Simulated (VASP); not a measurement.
MgGe2, 3 atoms in the cell. Symmetry: R-3m, No. 166, trigonal system. The conventional cell has a = 3.978 Å, b = 3.978 Å, c = 14.117 Å, α = 90.00°, β = 90.00°, γ = 120.00°. Mg (site symmetry -3m) has 8 Ge at 2.89 to 2.95 Å within 3.8 Å. Ge (site symmetry 3m) has 3 Ge at 2.59 Å and 4 Mg at 2.89 to 2.95 Å within 3.4 Å. 

* Program: VASP 6.6.1
* Task: single point
* Functional: PBE
* Potentials or basis: VASP PAW PBE potentials, release 64 (Mg, Ge_d)
* Cutoff: 520 eV
* k mesh: 12 × 12 × 12
* Occupations: gaussian, width 0.1 eV
* Spin: no spin polarisation
* Dipole correction: no
* Further INCAR settings: ALGO = Normal; EDIFF = 1e-06; NBANDS = 22

Potentials or basis: VASP PAW PBE potentials, release 64 (Mg, Ge_d).

Command:

```sh
$ cat potpaw_PBE.64/Mg/POTCAR potpaw_PBE.64/Ge_d/POTCAR > POTCAR
$ mpirun -np 1 vasp_std > vasp.out
```

Hardware: 1 thread of Intel(R) Xeon(R) 6975P-C (Granite Rapids), on a shared host.

Q: Estimate the wall time of this run.

A: Wall time 3.1 min on 1 thread of Intel(R) Xeon(R) 6975P-C (Granite Rapids), on a shared host, peak memory 0.41 GiB. Counts: scf iterations 12, k points 189.
